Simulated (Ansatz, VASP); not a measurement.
**ZnO: VASP beside Ansatz**

```
Zn O
1.0
     0.00000    2.13377    2.13377
     2.13377    0.00000    2.13377
     2.13377    2.13377    0.00000
Zn O
1 1
Direct
  0.00000 0.00000 0.00000
  0.50000 0.50000 0.50000
```

Alike in both runs: task single point; functional LDA; k mesh 8 × 8 × 8; no spin polarisation.

|  | VASP | Ansatz |
| --- | --- | --- |
| version | VASP 6.6.1 | Ansatz 0.2.0 |
| potentials or method | VASP PAW LDA potentials, release 64 (Zn, O) | plane waves |
| plane-wave cutoff (eV) | 520 | 420 |
| occupations | gaussian, width 0.01 eV | fixed |
| valence electrons in the cell | 18 | 18 |

Ansatz gave:

```
gap on the k mesh at the Fermi level (eV) : 0.92
pressure (GPa)                            : -7.4
```

Estimate VASP's values.

gap on the k mesh at the Fermi level (eV): 0.92; pressure (GPa): -6.0.

LDA's correlation is that of Perdew and Zunger in VASP and of Perdew and Wang (1992) in Ansatz.
